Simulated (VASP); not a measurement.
## Pt: single point with PBEsol

The system is Pt.

```
Pt
1.0
     0.00000    1.95903    1.95903
     1.98842    0.00000    1.95903
     1.98842    1.95903    0.00000
Pt
1
Direct
  0.00000 0.00000 0.00000
```

This cell differs from its parent crystal: strain +0.0150 x Voigt [1, 0, 0, 0, 0, 0].

```yaml
Program: VASP 6.6.1
Task: single point
Functional: PBEsol
Potentials_or_basis: VASP PAW PBE potentials, release 64 (Pt)
Cutoff: 520 eV
k_mesh: 26 × 26 × 26
Occupations: gaussian, width 0.15 eV
Spin: no spin polarisation
Dipole_correction: no
Further_INCAR_settings: ALGO = Fast; EDIFF = 1e-07; NBANDS = 11
```

- Pressure: -4.4 GPa
- Band gap on the k mesh: zero (bands 5 and 6 overlap by 2.22 eV)

Stress tensor (GPa, compression positive):
```
-5.43  0.00  0.00
 0.00 -3.86  0.00
 0.00  0.00 -3.86
```

Levels at points of the mesh, in eV from the Fermi level:
| k point | band 1 | band 2 | band 3 | band 4 | band 5 | band 6 | band 7 | band 8 | band 9 | band 10 |
| --- | --- | --- | --- | --- | --- | --- | --- | --- | --- | --- |
| (0.00, 0.00, 0.00) | -10.16 | -3.85 | -3.67 | -3.67 | -1.70 | -1.49 | 14.66 | 19.30 | 19.68 | 19.68 |
| (0.50, 0.00, 0.00) | -7.24 | -3.87 | -3.70 | -0.50 | 0.00 | 0.08 | 5.71 | 14.20 | 18.72 | 19.01 |
| (0.50, 0.50, 0.00) | -6.97 | -6.52 | 0.01 | 0.41 | 0.56 | 1.83 | 8.83 | 11.16 | 11.26 | 19.89 |
| (0.00, 0.50, 0.50) | -6.99 | -6.52 | 0.03 | 0.47 | 0.47 | 1.55 | 8.45 | 11.48 | 11.48 | 20.09 |

Run time: 2.3 min on 1 thread of Intel(R) Xeon(R) Platinum 8488C (Sapphire Rapids) (shared host), peak memory 0.34 GiB.

Caveat: the cell differs from its parent crystal (strain +0.0150 x Voigt [1, 0, 0, 0, 0, 0]); the cell stands under tension; the PAW data sets were made with another functional, which shifts forces and pressure a little; spin-orbit coupling is left out, which moves the levels of the heavy elements.
